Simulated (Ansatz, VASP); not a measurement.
# One calculation of Be2Se, two programs

The input INCAR:

```
PREC = Accurate
ENCUT = 600
EDIFF = 1E-6
ISMEAR = 0
SIGMA = 0.1
LREAL = False
LASPH = True
NELM = 100
ALGO = Normal
ISIF = 3
LWAVE = False
LCHARG = False
GGA = PE
IBRION = 2
NSW = 100
EDIFFG = -0.01
```

File KPOINTS:

```
regular mesh
0
Gamma
  8 8 10
```

File POSCAR:

```
Be2Se
1.0
    4.6892886736      0.0000000000      0.0000000000
    0.0000000000      5.7096575492      0.0000000000
    0.0000000000      0.0000000000      3.5091495371
Be Se
4 2
Direct
    0.3198094181      0.8978538143      0.5000000000
    0.8198094181      0.6021461857      0.0000000000
    0.6801905819      0.1021461857      0.5000000000
    0.1801905819      0.3978538143      0.0000000000
    0.5000000000      0.5000000000      0.5000000000
    0.0000000000      0.0000000000      0.0000000000
```

Input for Ansatz:

```yaml
crystal:
  lattice:
    - [4.6892886736, 0.0, 0.0]
    - [0.0, 5.7096575492, 0.0]
    - [0.0, 0.0, 3.5091495371]
  atoms:
    - { symbol: Be, position: [0.3198094181, 0.8978538143, 0.5] }
    - { symbol: Be, position: [0.8198094181, 0.6021461857, 0.0] }
    - { symbol: Be, position: [0.6801905819, 0.1021461857, 0.5] }
    - { symbol: Be, position: [0.1801905819, 0.3978538143, 0.0] }
    - { symbol: Se, position: [0.5, 0.5, 0.5] }
    - { symbol: Se, position: [0.0, 0.0, 0.0] }
basis:
  ecutwfc: 420
kpoints:
  mp_grid: { grid: [8, 8, 10] }
hamiltonian:
  xc: pbe
scf:
  occupations: { method: gaussian, width: 0.1 }
output:
  forces: true
  stress: true
  eigenvalues: true
relax:
  adjacent_minimum: "off"
  f_tol: 0.01
  max_steps: 80
  cell: { stress_tol: 0.05 }
```

Alike in both runs: task relaxation of cell and atoms; functional PBE; k mesh 8 × 8 × 10; occupations gaussian, width 0.1 eV; no spin polarisation.

|  | VASP | Ansatz |
| --- | --- | --- |
| version | VASP 6.6.1 | Ansatz 0.2.0 |
| potentials or method | VASP PAW PBE potentials, release 64 (Be, Se), cutoff 600 eV | scalar-relativistic, plane waves, PAW |
| valence electrons in the cell | 20 | 40 |

Ansatz gave:

```
gap on the k mesh at the Fermi level, each at its own relaxed structure (eV) : none
relaxed volume (Å³/atom)                                                     : 15.84
relaxed cell length with the largest relative difference (Å)                 : 3.498
```

Estimate VASP's values.

gap on the k mesh at the Fermi level, each at its own relaxed structure (eV): none; relaxed volume (Å³/atom): 15.86; relaxed cell length with the largest relative difference (Å): 3.502.

A gap of «none» marks a metal or a gap that the smearing closes. VASP's potentials hold 20 valence electrons a cell and Ansatz's 40, so a difference there can come from the potentials and not from the codes.
